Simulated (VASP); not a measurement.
# CdSe (F-43m) in VASP: notebook

CdSe is run at these levels: PBE; tasks: single point.

All numbers are computed with VASP 6.6.1; they aren't measurements. Logs are shortened: lines on timing, memory, paths and dates and some standing lists are left out, and cuts for length are marked.

## Step 1: The cell of the first run

Symmetry: F-43m, No. 216, cubic system. Conventional cell: a = 6.141 Å, b = 6.141 Å, c = 6.141 Å, α = 90.00°, β = 90.00°, γ = 90.00°. Within 3.5 Å of Cd (site symmetry -43m) lie 4 Se at 2.66 Å. Se (site symmetry -43m) has 4 Cd at 2.66 Å within 3.5 Å.

## Step 2: Single point, PBE

Input file INCAR:

```
PREC = Accurate
ENCUT = 520
EDIFF = 1E-6
ISMEAR = 0
SIGMA = 0.01
LREAL = False
LASPH = True
NELM = 80
ALGO = Normal
ISIF = 2
LWAVE = False
LCHARG = True
GGA = PE
LELF = True
LVHAR = True
NBANDS = 16
```

Input file KPOINTS:

```
Automatic mesh
0
Gamma
  6 6 6
```

Input file POSCAR:

```
CdSe
1.0
    0.0000000000      3.0702700000      3.0702700000
    3.0702700000      0.0000000000      3.0702700000
    3.0702700000      3.0702700000      0.0000000000
Cd Se
1 1
Direct
    0.0000000000      0.0000000000      0.0000000000
    0.7500000000      0.7500000000      0.7500000000
```

Potentials or basis: VASP PAW PBE potentials, release 64 (Cd, Se).

Started as:

```
$ cat potpaw_PBE.64/Cd/POTCAR potpaw_PBE.64/Se/POTCAR > POTCAR
$ mpirun -np 1 vasp_std > vasp.out
```

OUTCAR:

```text
PREC = Accurate
   ENCUT = 520
   EDIFF = 1E-6
   ISMEAR = 0
   LREAL = False
   LASPH = True
   NELM = 80
   ISIF = 2
   GGA = PE

 ion  position               nearest neighbor table
   1  0.000  0.000  0.000-   2 2.66   2 2.66   2 2.66   2 2.66
   2  0.750  0.750  0.750-   1 2.66   1 2.66   1 2.66   1 2.66

  LATTYP: Found a face centered cubic cell.
 ALAT       =     6.1405400000

  Lattice vectors:

 A1 = (   0.0000000000,   3.0702700000,   3.0702700000)
 A2 = (   3.0702700000,   0.0000000000,   3.0702700000)
 A3 = (   3.0702700000,   3.0702700000,   0.0000000000)

Analysis of symmetry for initial positions (statically):
=====================================================================
 Subroutine PRICEL returns:
 Original cell was already a primitive cell.

 Routine SETGRP: Setting up the symmetry group for a
 face centered cubic supercell.

 Subroutine GETGRP returns: Found 24 space group operations
 (whereof 24 operations were pure point group operations)
 out of a pool of 48 trial point group operations.

The static configuration has the point symmetry T_d .

Analysis of symmetry for dynamics (positions and initial velocities):
=====================================================================
 Subroutine PRICEL returns:
 Original cell was already a primitive cell.

 Routine SETGRP: Setting up the symmetry group for a
 face centered cubic supercell.

 Subroutine GETGRP returns: Found 24 space group operations
 (whereof 24 operations were pure point group operations)
 out of a pool of 48 trial point group operations.

The dynamic configuration has the point symmetry T_d .

 Subroutine INISYM returns: Found 24 space group operations
 (whereof 24 operations are pure point group operations),
 and found     1 'primitive' translations

----------------------------------------------------------------------------------------

                                     Primitive cell

  volume of cell :      57.8842

  direct lattice vectors                    reciprocal lattice vectors
     0.000000000  3.070270000  3.070270000    -0.162852127  0.162852127  0.162852127
     3.070270000  0.000000000  3.070270000     0.162852127 -0.162852127  0.162852127
     3.070270000  3.070270000  0.000000000     0.162852127  0.162852127 -0.162852127

  length of vectors
     4.342017474  4.342017474  4.342017474     0.282068158  0.282068158  0.282068158

  position of ions in fractional coordinates (direct lattice)
     0.000000000  0.000000000  0.000000000
     0.750000000  0.750000000  0.750000000

  ion indices of the primitive-cell ions
   primitive index   ion index
                 1           1
                 2           2

----------------------------------------------------------------------------------------

 KPOINTS: Automatic mesh

Automatic generation of k-mesh.
 Grid dimensions read from file:
 generate k-points for:    6    6    6

 Generating k-lattice:

  Cartesian coordinates                     Fractional coordinates (reciprocal lattice)
    -0.027142021  0.027142021  0.027142021     0.166666667  0.000000000  0.000000000
     0.027142021 -0.027142021  0.027142021     0.000000000  0.166666667  0.000000000
     0.027142021  0.027142021 -0.027142021     0.000000000  0.000000000  0.166666667

  Length of vectors
     0.047011360  0.047011360  0.047011360

  Shift w.r.t. Gamma in fractional coordinates (k-lattice)
     0.000000000  0.000000000  0.000000000

 Subroutine IBZKPT returns following result:
 ===========================================

 Found     16 irreducible k-points:

 Following reciprocal coordinates:
            Coordinates               Weight
  0.000000  0.000000  0.000000      1.000000
  0.166667  0.000000  0.000000      8.000000
  0.333333  0.000000  0.000000      8.000000
  0.500000  0.000000  0.000000      4.000000
  0.166667  0.166667  0.000000      6.000000
  0.333333  0.166667  0.000000     24.000000
[... 8 lines left out ...]
 -0.333333  0.333333  0.166667     24.000000
 -0.333333  0.500000  0.166667     12.000000
   k-points           NKPTS =     16   k-points in BZ     NKDIM =     16   number of bands    NBANDS=     16
   number of dos      NEDOS =    301   number of ions     NIONS =      2
   total plane-waves  NPLWV =  32768
   dimension x,y,z NGX =    32 NGY =   32 NGZ =   32
   dimension x,y,z NGXF=    64 NGYF=   64 NGZF=   64
   ions per type =               1   1
   NGX,Y,Z   is equivalent  to a cutoff of  12.25, 12.25, 12.25 a.u.
   NGXF,Y,Z  is equivalent  to a cutoff of  24.50, 24.50, 24.50 a.u.
 SYSTEM =  unknown system
   PREC   = accura    normal or accurate (medium, high low for compatibility)
   ISTART =      0    job   : 0-new  1-cont  2-samecut
   ICHARG =      2    charge: 1-file 2-atom 10-const
   ISPIN  =      1    spin polarized calculation?
   LNONCOLLINEAR =      F non collinear calculations
   LSORBIT =      F    spin-orbit coupling
   LASPH  =      T    aspherical Exc in radial PAW
   ENCUT  =  520.0 eV  38.22 Ry    6.18 a.u.   8.07  8.07  8.07*2*pi/ulx,y,z
   NELM   =     80;   NELMIN=  2; NELMDL= -5     # of ELM steps
   EDIFF  = 0.1E-05   stopping-criterion for ELM
   LREAL  =      F    real-space projection
   EDIFFG = 0.1E-04   stopping-criterion for IOM
   NSW    =      0    number of steps for IOM
   IBRION =     -1    ionic relax: 0-MD 1-quasi-New 2-CG
   NFREE  =      0    steps in history (QN), initial steepest desc. (CG)
   ISIF   =      2    stress and relaxation
   ISYM   =      2    0-nonsym 1-usesym 2-fastsym
   POTIM  = 0.5000    time-step for ionic-motion
   TEBEG  =    0.0;   TEEND  =   0.0 temperature during run
   PSTRESS=    0.0 pullay stress
   NELECT =      18.0000    total number of electrons
   NUPDOWN=      -1.0000    fix difference up-down
   EMIN   =  10.00;   EMAX   =-10.00  energy-range for DOS
   EFERMI =   0.00;   METHOD = LEGACY
   ISMEAR =     0;   SIGMA  =   0.01  broadening in eV -4-tet -1-fermi 0-gaus
   EFERMI_NEDOS =   21; number of points for ismear=-14 and -15
   IALGO  =     38    algorithm
   IMIX   =      4    mixing-type and parameters
     AMIX     =   0.40;   BMIX     =  1.00
     AMIX_MAG =   1.60;   BMIX_MAG =  1.00
  volume/ion in A,a.u.               =      28.94       195.31
  Fermi-wavevector in a.u.,A,eV,Ry     =   1.109121  2.095936 16.737212  1.230150
  Thomas-Fermi vector in A             =   2.245657
   LORBIT       =      0    0 simple, 1 ext, 2 COOP (PROOUT), +10 PAW based schemes
   GGA     = PE    functional components
   LHFCALC =     F    Hartree Fock is set to
   AEXX    =    0.0000 exact exchange contribution
   IVDW    =     0    specifies the selected vdW correction
   LEPSILON=     F    determine dielectric tensor
   LRPA    =     F    only Hartree local field effects (RPA)
 non-spin polarized calculation
 Gauss-broadening in eV      SIGMA  =   0.01
  energy-cutoff  :      520.00
  volume of cell :       57.88
 maximum number of plane-waves:      1588
   NGX = 17   NGY = 17   NGZ = 17

 number of electron      18.0000008 magnetization

 Free energy of the ion-electron system (eV)
  ---------------------------------------------------
  ext. energy  EPLUGINS =         0.00000000
  ---------------------------------------------------
  free energy    TOTEN  =        -5.48654592 eV

  energy without entropy =       -5.48654592  energy(sigma->0) =       -5.48654592

 E-fermi :   0.7707     XC(G=0):  -8.7551

 val. band max:        0.7221675366   @ k =   0.0000   0.0000   0.0000
 cond. band min:       1.2697668554   @ k =   0.0000   0.0000   0.0000
 fundamental gap:      0.5475993188
 Fermi energy:         0.7707448062

 k-point     1 :       0.0000    0.0000    0.0000
  band No.  band energies     occupation
      1     -11.7143      2.00000
      2      -7.1235      2.00000
      3      -7.1235      2.00000
      4      -7.1235      2.00000
      5      -6.7794      2.00000
      6      -6.7794      2.00000
[... 8 lines left out ...]
     15      11.7547      0.00000
     16      11.7547      0.00000

 k-point     2 :       0.1667    0.0000    0.0000
  band No.  band energies     occupation
      1     -11.6285      2.00000
      2      -7.0969      2.00000
      3      -7.0969      2.00000
      4      -7.0386      2.00000
      5      -6.7801      2.00000
      6      -6.7801      2.00000
[... 8 lines left out ...]
     15      10.8139      0.00000
     16      11.1771      0.00000

 k-point     3 :       0.3333    0.0000    0.0000
  band No.  band energies     occupation
      1     -11.4542      2.00000
      2      -7.0526      2.00000
      3      -7.0526      2.00000
      4      -6.7701      2.00000
      5      -6.7701      2.00000
      6      -6.7566      2.00000
[... 8 lines left out ...]
     15      11.2276      0.00000
     16      11.2276      0.00000

 k-point     4 :       0.5000    0.0000    0.0000
  band No.  band energies     occupation
      1     -11.3664      2.00000
      2      -7.0366      2.00000
      3      -7.0366      2.00000
      4      -6.7576      2.00000
      5      -6.7576      2.00000
      6      -6.5051      2.00000
[... 8 lines left out ...]
     15      12.7716      0.00000
     16      12.7716      0.00000

 k-point     5 :       0.1667    0.1667    0.0000
  band No.  band energies     occupation
      1     -11.6001      2.00000
      2      -7.0694      2.00000
      3      -7.0694      2.00000
      4      -7.0492      2.00000
      5      -6.7947      2.00000
      6      -6.7659      2.00000
[... 8 lines left out ...]
     15      11.9918      0.00000
     16      12.2968      0.00000

 k-point     6 :       0.3333    0.1667    0.0000
  band No.  band energies     occupation
      1     -11.4559      2.00000
      2      -7.0377      2.00000
      3      -7.0176      2.00000
      4      -6.8788      2.00000
      5      -6.7541      2.00000
      6      -6.7530      2.00000
[... 8 lines left out ...]
     15      12.1542      0.00000
     16      12.4702      0.00000

 k-point     7 :       0.5000    0.1667    0.0000
  band No.  band energies     occupation
      1     -11.3399      2.00000
      2      -7.0184      2.00000
      3      -6.9970      2.00000
      4      -6.7989      2.00000
      5      -6.7535      2.00000
      6      -6.4880      2.00000
[... 8 lines left out ...]
     15      12.4920      0.00000
     16      12.8735      0.00000

 k-point     8 :      -0.3333    0.1667    0.0000
  band No.  band energies     occupation
      1     -11.3687      2.00000
      2      -7.0192      2.00000
      3      -7.0160      2.00000
      4      -6.7801      2.00000
      5      -6.7794      2.00000
      6      -6.5652      2.00000
[... 8 lines left out ...]
     15      11.6556      0.00000
     16      12.7697      0.00000

 k-point     9 :      -0.1667    0.1667    0.0000
  band No.  band energies     occupation
      1     -11.5133      2.00000
      2      -7.0659      2.00000
      3      -7.0475      2.00000
      4      -6.9060      2.00000
      5      -6.7922      2.00000
      6      -6.7558      2.00000
[... 8 lines left out ...]
     15      11.2966      0.00000
     16      12.6260      0.00000

 k-point    10 :       0.3333    0.3333    0.0000
  band No.  band energies     occupation
      1     -11.3707      2.00000
      2      -6.9498      2.00000
      3      -6.9498      2.00000
      4      -6.9316      2.00000
      5      -6.7390      2.00000
      6      -6.6798      2.00000
[... 8 lines left out ...]
     15      12.6158      0.00000
     16      14.7091      0.00000

 k-point    11 :       0.5000    0.3333    0.0000
  band No.  band energies     occupation
      1     -11.2852      2.00000
      2      -6.9634      2.00000
      3      -6.9189      2.00000
      4      -6.8700      2.00000
      5      -6.7390      2.00000
      6      -6.4582      2.00000
[... 8 lines left out ...]
     15      13.1504      0.00000
     16      13.7619      0.00000

 k-point    12 :      -0.3333    0.3333    0.0000
  band No.  band energies     occupation
      1     -11.2850      2.00000
      2      -6.9879      2.00000
      3      -6.9474      2.00000
      4      -6.8132      2.00000
      5      -6.7663      2.00000
      6      -6.3814      2.00000
[... 8 lines left out ...]
     15      11.4694      0.00000
     16      14.6891      0.00000

 k-point    13 :       0.5000    0.5000    0.0000
  band No.  band energies     occupation
      1     -11.2568      2.00000
      2      -6.9423      2.00000
      3      -6.8833      2.00000
      4      -6.8833      2.00000
      5      -6.7255      2.00000
      6      -6.4437      2.00000
[... 8 lines left out ...]
     15      13.0752      0.00000
     16      13.9847      0.00000

 k-point    14 :       0.5000    0.3333    0.1667
  band No.  band energies     occupation
      1     -11.3416      2.00000
      2      -6.9885      2.00000
      3      -6.9803      2.00000
      4      -6.8398      2.00000
      5      -6.7548      2.00000
      6      -6.5529      2.00000
[... 8 lines left out ...]
     15      12.7356      0.00000
     16      13.6888      0.00000

 k-point    15 :      -0.3333    0.3333    0.1667
  band No.  band energies     occupation
      1     -11.2850      2.00000
      2      -6.9817      2.00000
      3      -6.9565      2.00000
      4      -6.8078      2.00000
      5      -6.7687      2.00000
      6      -6.3809      2.00000
[... 8 lines left out ...]
     15      12.5239      0.00000
     16      13.6062      0.00000

 k-point    16 :      -0.3333    0.5000    0.1667
  band No.  band energies     occupation
      1     -11.2574      2.00000
      2      -6.9486      2.00000
      3      -6.9333      2.00000
      4      -6.8367      2.00000
      5      -6.7535      2.00000
      6      -6.3572      2.00000
[... 8 lines left out ...]
     15      13.4472      0.00000
     16      13.5581      0.00000

------------------------ aborting loop because EDIFF is reached ----------------------------------------

  FORCE on cell =-STRESS in cart. coord.  units (eV):
  Direction    XX          YY          ZZ          XY          YZ          ZX
  --------------------------------------------------------------------------------------
  -------------------------------------------------------------------------------------
  Total        0.5711127      0.5711127      0.5711127     -0.0000000     -0.0000000     -0.0000000
  in kB       15.8078470     15.8078470     15.8078470     -0.0000000     -0.0000000     -0.0000000
  external PRESSURE =      15.8078470 kB  Pullay stress =       0.0000000 kB

 VOLUME and BASIS-vectors are now :
 -----------------------------------------------------------------------------
  energy-cutoff  :      520.00
  volume of cell :       57.88
      direct lattice vectors                 reciprocal lattice vectors
     0.000000000  3.070270000  3.070270000    -0.162852127  0.162852127  0.162852127
     3.070270000  0.000000000  3.070270000     0.162852127 -0.162852127  0.162852127
     3.070270000  3.070270000  0.000000000     0.162852127  0.162852127 -0.162852127

 POSITION                                       TOTAL-FORCE (eV/Angst)
 -----------------------------------------------------------------------------------
      0.00000      0.00000      0.00000         0.000000     -0.000000      0.000000
      4.60540      4.60540      4.60540        -0.000000      0.000000     -0.000000
 -----------------------------------------------------------------------------------
    total drift:                                0.000001      0.000001      0.000000

  FREE ENERGIE OF THE ION-ELECTRON SYSTEM (eV)
  ---------------------------------------------------
  free  energy   TOTEN  =        -5.4865459151 eV

  energy  without entropy=       -5.4865459151  energy(sigma->0) =       -5.48654592
```

It took 13 s on 1 thread of Intel Xeon Platinum 8259CL at 2.50GHz (Skylake/Cascade Lake), shared host; peak memory 0.18 GiB.

Results:

* Free energy: -5.4865 eV
* Pressure: 1.6 GPa
* Band gap on the k mesh: 0.55 eV, direct

(Continued in part 2 of 2.)
